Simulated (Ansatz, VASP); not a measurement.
## PtSe2: VASP beside Ansatz

```
Pt Se
1.0
     3.71777    0.00000    0.00000
    -1.85888    3.21968    0.00000
     0.00000    0.00000    5.81562
Pt Se
1 2
Direct
  0.00000 0.00000 0.00000
  0.33333 0.66667 0.22541
  0.66667 0.33333 0.77459
```

Alike in both runs: functional r2SCAN; k mesh 12 × 12 × 6; occupations gaussian, width 0.02 eV; no spin polarisation.

Ansatz relaxed the structure, and its values are those at the end. VASP's run is a single point on that final structure, the one shown.

|  | VASP | Ansatz |
| --- | --- | --- |
| version | VASP 6.6.1 | Ansatz 0.2.0 |
| potentials or method | VASP PAW PBE potentials, release 64 (Pt, Se), cutoff 520 eV | scalar-relativistic, plane waves, PAW |
| valence electrons in the cell | 22 | 50 |

Ansatz gave:

```
gap on the k mesh at the Fermi level (eV) : 0.58
least direct gap on the mesh (eV)         : 0.95
pressure (GPa)                            : 0.0
rms of the force components (eV/Å)        : 0.000
```

Q: Estimate VASP's values.

A: gap on the k mesh at the Fermi level (eV): 0.57; least direct gap on the mesh (eV): 0.94; pressure (GPa): 0.1; rms of the force components (eV/Å): 0.005.

VASP's potentials were made for PBE, not for r2SCAN. The functional is the same, so the differences come from potentials, cutoffs and numerics. VASP's potentials hold 22 valence electrons a cell and Ansatz's 50, so a difference there can come from the potentials and not from the codes.

Neither program's run includes spin-orbit coupling.
